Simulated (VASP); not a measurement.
# SnO (P4/nmm) in VASP: notebook

The runs below take SnO through single point, with PBE.

Everything below comes from runs of VASP 6.6.1. Logs are shortened: lines on timing, memory, paths and dates and some standing lists are left out, and cuts for length are marked.

## 1. The cell of the first run

The structure is tetragonal, space group P4/nmm (No. 129). The conventional cell has a = 3.877 Å, b = 3.877 Å, c = 4.931 Å, α = 90.00°, β = 90.00°, γ = 90.00°. Within 3.0 Å of Sn (site symmetry 4mm) lie 4 O at 2.27 Å. O (site symmetry -4m2) has 4 Sn at 2.27 Å and 4 O at 2.74 Å within 3.0 Å.

## 2. Single point, PBE (volume scaled by 1.06)

The input, INCAR:

```
SYSTEM = SnO
ALGO     = Normal         ! electronic algorithm
EDIFF    = 1E-6           ! SCF threshold, eV
ENCUT    = 520            ! plane-wave cutoff, eV
GGA      = PE             ! functional
ISIF     = 2              ! what is computed and relaxed
ISMEAR   = -1             ! smearing method
LASPH    = .TRUE.         ! aspherical terms in the spheres
LCHARG   = .FALSE.        ! write CHGCAR
LREAL    = .FALSE.        ! projectors in reciprocal space
LWAVE    = .FALSE.        ! write WAVECAR
NBANDS   = 28             ! bands
NELM     = 100            ! most SCF steps
PREC     = Accurate       ! precision mode
SIGMA    = 0.01           ! smearing width, eV
```

The input, KPOINTS:

```
k-points
0
G
  8 8 6
  0 0 0
```

The input, POSCAR:

```
SnO
1.0
    3.8765679508      0.0000000000      0.0000000000
    0.0000000000      3.8765679508      0.0000000000
    0.0000000000      0.0000000000      4.9308476092
Sn O
2 2
Direct
    0.0000000000      0.5000000000      0.2385000000
    0.5000000000      0.0000000000      0.7615000000
    0.0000000000      0.0000000000      0.0000000000
    0.5000000000      0.5000000000      0.0000000000
```

Potentials or basis: VASP PAW PBE potentials, release 64 (Sn_d, O).

Launch:

```console
> cat potpaw_PBE.64/Sn_d/POTCAR potpaw_PBE.64/O/POTCAR > POTCAR
> mpirun -np 1 vasp_std > vasp.out
```

OUTCAR:

```text
SYSTEM = SnO
   EDIFF = 1E-6
   ENCUT = 520
   GGA = PE
   ISIF = 2
   ISMEAR = -1
   LASPH = .TRUE.
   LREAL = .FALSE.
   NELM = 100
   PREC = Accurate

 ion  position               nearest neighbor table
   1  0.000  0.500  0.239-   3 2.27   4 2.27   3 2.27   4 2.27   2 3.61   2 3.61   2 3.61   2 3.61

   2  0.500  0.000  0.761-   3 2.27   4 2.27   4 2.27   3 2.27   1 3.61   1 3.61   1 3.61   1 3.61

   3  0.000  0.000  0.000-   1 2.27   2 2.27   1 2.27   2 2.27
   4  0.500  0.500  0.000-   1 2.27   2 2.27   2 2.27   1 2.27

  LATTYP: Found a simple tetragonal cell.
 ALAT       =     3.8765679508
 C/A-ratio  =     1.2719621252

  Lattice vectors:

 A1 = (   3.8765679508,   0.0000000000,   0.0000000000)
 A2 = (   0.0000000000,   3.8765679508,   0.0000000000)
 A3 = (   0.0000000000,   0.0000000000,   4.9308476092)

Analysis of symmetry for initial positions (statically):
=====================================================================
 Subroutine PRICEL returns:
 Original cell was already a primitive cell.

 Routine SETGRP: Setting up the symmetry group for a
 simple tetragonal supercell.

 Subroutine GETGRP returns: Found 16 space group operations
 (whereof  8 operations were pure point group operations)
 out of a pool of 16 trial point group operations.

The static configuration has the point symmetry D_2d.
 The point group associated with its full space group is D_4h.

Analysis of symmetry for dynamics (positions and initial velocities):
=====================================================================
 Subroutine PRICEL returns:
 Original cell was already a primitive cell.

 Routine SETGRP: Setting up the symmetry group for a
 simple tetragonal supercell.

 Subroutine GETGRP returns: Found 16 space group operations
 (whereof  8 operations were pure point group operations)
 out of a pool of 16 trial point group operations.

The dynamic configuration has the point symmetry D_2d.
 The point group associated with its full space group is D_4h.

 Subroutine INISYM returns: Found 16 space group operations
 (whereof  8 operations are pure point group operations),
 and found     1 'primitive' translations

----------------------------------------------------------------------------------------

                                     Primitive cell

  volume of cell :      74.0997

  direct lattice vectors                    reciprocal lattice vectors
     3.876567951  0.000000000  0.000000000     0.257960137  0.000000000  0.000000000
     0.000000000  3.876567951  0.000000000     0.000000000  0.257960137  0.000000000
     0.000000000  0.000000000  4.930847609     0.000000000  0.000000000  0.202804889

  length of vectors
     3.876567951  3.876567951  4.930847609     0.257960137  0.257960137  0.202804889

  position of ions in fractional coordinates (direct lattice)
     0.000000000  0.500000000  0.238500000
     0.500000000  0.000000000  0.761500000
     0.000000000  0.000000000  0.000000000
     0.500000000  0.500000000  0.000000000

  ion indices of the primitive-cell ions
   primitive index   ion index
                 1           1
                 2           2
                 3           3
                 4           4

----------------------------------------------------------------------------------------

 KPOINTS: k-points

Automatic generation of k-mesh.
 Grid dimensions read from file:
 generate k-points for:    8    8    6

 Generating k-lattice:

  Cartesian coordinates                     Fractional coordinates (reciprocal lattice)
     0.032245017  0.000000000  0.000000000     0.125000000  0.000000000  0.000000000
     0.000000000  0.032245017  0.000000000     0.000000000  0.125000000  0.000000000
     0.000000000  0.000000000  0.033800815     0.000000000  0.000000000  0.166666667

  Length of vectors
     0.032245017  0.032245017  0.033800815

  Shift w.r.t. Gamma in fractional coordinates (k-lattice)
     0.000000000  0.000000000  0.000000000

 Subroutine IBZKPT returns following result:
 ===========================================

 Found     60 irreducible k-points:

 Following reciprocal coordinates:
            Coordinates               Weight
  0.000000  0.000000  0.000000      1.000000
  0.125000  0.000000  0.000000      4.000000
  0.250000  0.000000  0.000000      4.000000
  0.375000  0.000000  0.000000      4.000000
  0.500000  0.000000  0.000000      2.000000
  0.125000  0.125000  0.000000      4.000000
[... 16 lines left out ...]
  0.375000  0.125000  0.166667     16.000000
  0.500000  0.125000  0.166667      8.000000
 [... further k-points ...]
   k-points           NKPTS =     60   k-points in BZ     NKDIM =     60   number of bands    NBANDS=     28
   number of dos      NEDOS =    301   number of ions     NIONS =      4
   total plane-waves  NPLWV =  36000
   dimension x,y,z NGX =    30 NGY =   30 NGZ =   40
   dimension x,y,z NGXF=    60 NGYF=   60 NGZF=   80
   ions per type =               2   2
   NGX,Y,Z   is equivalent  to a cutoff of  12.87, 12.87, 13.49 a.u.
   NGXF,Y,Z  is equivalent  to a cutoff of  25.73, 25.73, 26.97 a.u.
 SYSTEM =  SnO
   PREC   = accura    normal or accurate (medium, high low for compatibility)
   ISTART =      0    job   : 0-new  1-cont  2-samecut
   ICHARG =      2    charge: 1-file 2-atom 10-const
   ISPIN  =      1    spin polarized calculation?
   LNONCOLLINEAR =      F non collinear calculations
   LSORBIT =      F    spin-orbit coupling
   LASPH  =      T    aspherical Exc in radial PAW
   ENCUT  =  520.0 eV  38.22 Ry    6.18 a.u.   7.21  7.21  9.17*2*pi/ulx,y,z
   NELM   =    100;   NELMIN=  2; NELMDL= -5     # of ELM steps
   EDIFF  = 0.1E-05   stopping-criterion for ELM
   LREAL  =      F    real-space projection
   EDIFFG = 0.1E-04   stopping-criterion for IOM
   NSW    =      0    number of steps for IOM
   IBRION =     -1    ionic relax: 0-MD 1-quasi-New 2-CG
   NFREE  =      0    steps in history (QN), initial steepest desc. (CG)
   ISIF   =      2    stress and relaxation
   ISYM   =      2    0-nonsym 1-usesym 2-fastsym
   POTIM  = 0.5000    time-step for ionic-motion
   TEBEG  =    0.0;   TEEND  =   0.0 temperature during run
   PSTRESS=    0.0 pullay stress
   NELECT =      40.0000    total number of electrons
   NUPDOWN=      -1.0000    fix difference up-down
   EMIN   =  10.00;   EMAX   =-10.00  energy-range for DOS
   EFERMI =   0.00;   METHOD = LEGACY
   ISMEAR =    -1;   SIGMA  =   0.01  broadening in eV -4-tet -1-fermi 0-gaus
   EFERMI_NEDOS =   21; number of points for ismear=-14 and -15
   IALGO  =     38    algorithm
   IMIX   =      4    mixing-type and parameters
     AMIX     =   0.40;   BMIX     =  1.00
     AMIX_MAG =   1.60;   BMIX_MAG =  1.00
  volume/ion in A,a.u.               =      18.52       125.01
  Fermi-wavevector in a.u.,A,eV,Ry     =   1.332977  2.518962 24.175213  1.776828
  Thomas-Fermi vector in A             =   2.461871
   LORBIT       =      0    0 simple, 1 ext, 2 COOP (PROOUT), +10 PAW based schemes
   GGA     = PE    functional components
   LHFCALC =     F    Hartree Fock is set to
   AEXX    =    0.0000 exact exchange contribution
   IVDW    =     0    specifies the selected vdW correction
   LEPSILON=     F    determine dielectric tensor
   LRPA    =     F    only Hartree local field effects (RPA)
 non-spin polarized calculation
  energy-cutoff  :      520.00
  volume of cell :       74.10
 maximum number of plane-waves:      2022
 NGX is ok and might be reduce to    30
   NGX = 15   NGY = 15   NGZ = 19

 number of electron      39.9999985 magnetization

 Free energy of the ion-electron system (eV)
  ---------------------------------------------------
  ext. energy  EPLUGINS =         0.00000000
  ---------------------------------------------------
  free energy    TOTEN  =       -22.71545423 eV

  energy without entropy =      -22.71545421  energy(sigma->0) =      -22.71545422

 E-fermi :   6.4832     XC(G=0):  -9.9747

 val. band max:        6.3658761842   @ k =   0.0000   0.0000   0.0000
 cond. band min:       6.6034967045   @ k =   0.5000   0.5000   0.0000
 fundamental gap:      0.2376205203
 Fermi energy:         6.4832016193

 k-point     1 :       0.0000    0.0000    0.0000
  band No.  band energies     occupation
      1     -15.3729      2.00000
      2     -15.0403      2.00000
      3     -15.0385      2.00000
      4     -15.0385      2.00000
      5     -15.0124      2.00000
      6     -14.9969      2.00000
[... 20 lines left out ...]
     27      13.1017      0.00000
     28      13.6030      0.00000

 k-point     2 :       0.1250    0.0000    0.0000
  band No.  band energies     occupation
      1     -15.3648      2.00000
      2     -15.0390      2.00000
      3     -15.0364      2.00000
      4     -15.0355      2.00000
      5     -15.0133      2.00000
      6     -14.9924      2.00000
[... 20 lines left out ...]
     27      13.3059      0.00000
     28      14.6800      0.00000

 k-point     3 :       0.2500    0.0000    0.0000
  band No.  band energies     occupation
      1     -15.3421      2.00000
      2     -15.0875      2.00000
      3     -15.0297      2.00000
      4     -15.0277      2.00000
      5     -15.0149      2.00000
      6     -15.0096      2.00000
[... 20 lines left out ...]
     27      13.5783      0.00000
     28      16.5734      0.00000

 k-point     4 :       0.3750    0.0000    0.0000
  band No.  band energies     occupation
      1     -15.3060      2.00000
      2     -15.1771      2.00000
      3     -15.0195      2.00000
      4     -15.0195      2.00000
      5     -15.0160      2.00000
      6     -15.0064      2.00000
[... 578 lines left out ...]
     27      14.4852      0.00000
     28      15.9440      0.00000

 k-point    23 :       0.3750    0.1250    0.1667
  band No.  band energies     occupation
      1     -15.3077      2.00000
      2     -15.1952      2.00000
      3     -15.0316      2.00000
      4     -15.0199      2.00000
      5     -15.0142      2.00000
      6     -15.0044      2.00000
[... 20 lines left out ...]
     27      14.6777      0.00000
     28      15.2828      0.00000

 k-point    24 :       0.5000    0.1250    0.1667
  band No.  band energies     occupation
      1     -15.2621      2.00000
      2     -15.2621      2.00000
      3     -15.0259      2.00000
      4     -15.0259      2.00000
      5     -15.0072      2.00000
      6     -15.0072      2.00000
[... 20 lines left out ...]
     27      14.9273      0.00000
     28      14.9273      0.00000

 [... further k-points ...]
[... 5 lines left out ...]
  --------------------------------------------------------------------------------------
  -------------------------------------------------------------------------------------
  Total       -0.4417224     -0.4417224     -0.4374821      0.0000000      0.0000000      0.0000000
  in kB       -9.5508847     -9.5508847     -9.4592010      0.0000000      0.0000000      0.0000000
  external PRESSURE =      -9.5203235 kB  Pullay stress =       0.0000000 kB

 VOLUME and BASIS-vectors are now :
 -----------------------------------------------------------------------------
  energy-cutoff  :      520.00
  volume of cell :       74.10
      direct lattice vectors                 reciprocal lattice vectors
     3.876567951  0.000000000  0.000000000     0.257960137  0.000000000  0.000000000
     0.000000000  3.876567951  0.000000000     0.000000000  0.257960137  0.000000000
     0.000000000  0.000000000  4.930847609     0.000000000  0.000000000  0.202804889

 POSITION                                       TOTAL-FORCE (eV/Angst)
 -----------------------------------------------------------------------------------
      0.00000      1.93828      1.17601         0.000000      0.000000     -0.339851
      1.93828      0.00000      3.75484        -0.000000      0.000000      0.339851
      0.00000      0.00000      0.00000         0.000000     -0.000000      0.000000
      1.93828      1.93828      0.00000        -0.000000      0.000000      0.000000
 -----------------------------------------------------------------------------------
    total drift:                                0.000000      0.000000     -0.000000

  FREE ENERGIE OF THE ION-ELECTRON SYSTEM (eV)
  ---------------------------------------------------
  free  energy   TOTEN  =       -22.7154542290 eV

  energy  without entropy=      -22.7154542126  energy(sigma->0) =      -22.71545422
```

Run time: 2.6 min. Hardware: 1 thread of AMD EPYC 7R43 (Zen 3), shared host; peak memory 0.2 GiB.

Results:

```
Free energy            : -22.7155 eV
Pressure               : -1.0 GPa
Largest force          : 0.340 eV/Å
Band gap on the k mesh : 0.24 eV, indirect (least direct gap 2.02 eV)
```

Forces on the atoms (eV/Å):
```
Sn   0.000  0.000 -0.340
Sn   0.000  0.000  0.340
O    0.000  0.000  0.000
O    0.000  0.000  0.000
```

Levels at points of the mesh, in eV from the valence-band top:
| k point | band 18 | band 19 | band 20 | band 21 | band 22 | band 23 |
| --- | --- | --- | --- | --- | --- | --- |
| (0.00, 0.00, 0.00) | -2.79 | -2.79 | 0.00 | 2.02 | 4.44 | 4.64 |
| (0.50, 0.00, 0.00) | -4.37 | -2.45 | -2.45 | 3.12 | 3.12 | 5.78 |
| (0.50, 0.50, 0.00) | -2.16 | -1.80 | -1.80 | 0.24 | 0.24 | 4.52 |
| (0.00, 0.00, 0.50) | -2.81 | -2.81 | -1.95 | 1.78 | 3.03 | 3.03 |
| (0.50, 0.00, 0.50) | -4.34 | -1.56 | -1.56 | 2.56 | 2.56 | 5.34 |
| (0.50, 0.50, 0.50) | -2.53 | -2.16 | -2.16 | 2.45 | 2.45 | 3.95 |

Caveat: spin-orbit coupling is left out, which moves the levels of the heavy elements.

## 3. Single point, PBE (volume scaled by 0.94)

The input, INCAR:

```
SYSTEM = SnO
PREC = Accurate ; ENCUT = 520
EDIFF = 1E-7 ; ISMEAR = -1
SIGMA = 0.01 ; LREAL = .FALSE.
LASPH = .TRUE. ; NELM = 60
ALGO = Normal ; ISIF = 2
LWAVE = .FALSE. ; LCHARG = .FALSE.
GGA = PE ; NBANDS = 28
```

The input, KPOINTS:

```
Automatic mesh
0
G
  8 8 6
  0 0 0
```

The input, POSCAR:

```
SnO
1.0
    3.7243863853      0.0000000000      0.0000000000
    0.0000000000      3.7243863853      0.0000000000
    0.0000000000      0.0000000000      4.7372784218
Sn O
2 2
Direct
    0.0000000000      0.5000000000      0.2385000000
    0.5000000000      0.0000000000      0.7615000000
    0.0000000000      0.0000000000      0.0000000000
    0.5000000000      0.5000000000      0.0000000000
```

Potentials or basis: VASP PAW PBE potentials, release 64 (Sn_d, O).

Launch:

```console
> cat potpaw_PBE.64/Sn_d/POTCAR potpaw_PBE.64/O/POTCAR > POTCAR
> mpirun -np 1 vasp_std > vasp.out
```

Wall time 58 s (1 thread of Intel Xeon 6975P-C (Granite Rapids), shared host); peak memory 0.23 GiB.

Results (log left out):

```
Free energy            : -22.4591 eV
Pressure               : 11.8 GPa
Largest force          : 1.415 eV/Å
Band gap on the k mesh : zero (band 20 reaches 8.22 eV, above the bottom of band 21 at 8.01 eV)
```

Forces on the atoms (eV/Å):
```
Sn   0.000  0.000  1.415
Sn   0.000  0.000 -1.415
O    0.000  0.000  0.000
O    0.000  0.000  0.000
```

Stress tensor (GPa, compression positive):
```
12.74  0.00  0.00
 0.00 12.74  0.00
 0.00  0.00  9.82
```

Levels at points of the mesh, in eV from the Fermi level:
```
           k point  band 18  band 19  band 20  band 21  band 22  band 23
(0.00, 0.00, 0.00)    -3.69    -3.69     0.01     2.20     4.29     4.65
(0.50, 0.00, 0.00)    -5.48    -3.11    -3.11     3.24     3.24     6.01
(0.50, 0.50, 0.00)    -2.99    -2.06    -2.06    -0.20    -0.20     4.33
(0.00, 0.00, 0.50)    -3.71    -2.98    -2.65     1.59     2.79     2.79
(0.50, 0.00, 0.50)    -5.44    -2.04    -2.04     2.57     2.57     5.45
(0.50, 0.50, 0.50)    -3.00    -2.94    -2.94     2.12     2.12     4.13
```

Caveat: spin-orbit coupling is left out, which moves the levels of the heavy elements; forces of over 1 eV/Å act on the atoms, so gaps and moduli don't describe the material at rest.

## 4. Single point, PBE (volume scaled by 0.98)

The input, INCAR:

```
  PREC = Accurate
  ENCUT = 520
  EDIFF = 1E-6
  ISMEAR = -1
  SIGMA = 0.01
  LREAL = F
  LASPH = T
  NELM = 100
  ALGO = Normal
  ISIF = 2
  LWAVE = F
  LCHARG = F
  GGA = PE
  NBANDS = 28
```

The input, KPOINTS:

```
Automatic mesh
0
Gamma
  8 8 6
```

The input, POSCAR:

```
SnO
1.0
    3.7764824526      0.0000000000      0.0000000000
    0.0000000000      3.7764824526      0.0000000000
    0.0000000000      0.0000000000      4.8035426462
Sn O
2 2
Direct
    0.0000000000      0.5000000000      0.2385000000
    0.5000000000      0.0000000000      0.7615000000
    0.0000000000      0.0000000000      0.0000000000
    0.5000000000      0.5000000000      0.0000000000
```

Launch:

```console
> cat potpaw_PBE.64/Sn_d/POTCAR potpaw_PBE.64/O/POTCAR > POTCAR
> mpirun -np 1 vasp_std > vasp.out
```

Run time: 54 s. Hardware: 1 thread of Intel Xeon 6975P-C (Granite Rapids), shared host; peak memory 0.23 GiB.

Results (log left out):

| Property | Result |
| --- | --- |
| Free energy | -22.6204 eV |
| Pressure | 6.6 GPa |
| Largest force | 0.754 eV/Å |
| Band gap on the k mesh | zero (band 20 reaches 7.55 eV, above the bottom of band 21 at 7.50 eV) |

Forces on the atoms (eV/Å):
```
Sn   0.000  0.000  0.754
Sn   0.000  0.000 -0.754
O    0.000  0.000  0.000
O    0.000  0.000  0.000
```

Stress tensor (GPa, compression positive):
```
7.12 0.00 0.00
0.00 7.12 0.00
0.00 0.00 5.48
```

Levels at points of the mesh, in eV from the Fermi level:
```csv
k point,band 18,band 19,band 20,band 21,band 22,band 23
"(0.00, 0.00, 0.00)",-3.36,-3.36,0.01,2.14,4.36,4.66
"(0.50, 0.00, 0.00)",-5.08,-2.87,-2.87,3.20,3.20,5.94
"(0.50, 0.50, 0.00)",-2.69,-1.96,-1.96,-0.04,-0.04,4.41
"(0.00, 0.00, 0.50)",-3.38,-3.08,-2.39,1.67,2.89,2.89
"(0.50, 0.00, 0.50)",-5.04,-1.86,-1.86,2.57,2.57,5.43
"(0.50, 0.50, 0.50)",-2.78,-2.69,-2.69,2.25,2.25,4.07
```

Caveat: spin-orbit coupling is left out, which moves the levels of the heavy elements.

(Part 1 of 2 ends here.)
